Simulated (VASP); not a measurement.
Be:

```xyz
1
Lattice="2.0256 0.0000 0.0000 0.0000 2.0256 0.0000 0.0000 0.0000 2.0256" Properties=species:S:1:pos:R:3 pbc="T T T"
Be    0.0000    0.0000    0.0000
```

This isn't the form of Be at room conditions, which is hcp.

* Program: VASP 6.6.1
* Task: relaxation of cell and atoms
* Functional: PBEsol
* Potentials or basis: VASP PAW PBE potentials, release 64 (Be)
* Cutoff: 600 eV
* k mesh: 8 × 8 × 8
* Occupations: gaussian, width 0.1 eV
* Spin: no spin polarisation

At the start: pressure 21.7 GPa; volume 8.31 Å³/atom.

How do energy, volume and symmetry change on relaxing?

Over 3 steps the energy falls by 103.0 meV/atom and the volume is 10.11 Å³/atom (+21.7 %); space group Pm-3m (No. 221, to 0.1 Å) before and after.

The path:
```csv
step,energy change (eV),largest force (eV/Å),pressure (GPa),volume (Å³)
1,0.0000,0.0000,21.68,8.31
2,-0.1002,0.0000,2.84,9.74
3,-0.1030,0.0000,-0.40,10.11
```

Final structure:
```
CELL_PARAMETERS angstrom
2.16242 0.00000 0.00000
0.00000 2.16242 0.00000
0.00000 0.00000 2.16242
ATOMIC_POSITIONS crystal
Be 0.00000 0.00000 0.00000
```

Caveat: the k points lie up to 0.36 Å⁻¹ apart in the final cell, too coarse for converged energies and pressures of a metal; the volume moved by over 15 % at a fixed basis, so the end points are rough; the PAW data sets were made with another functional, which shifts forces and pressure a little.
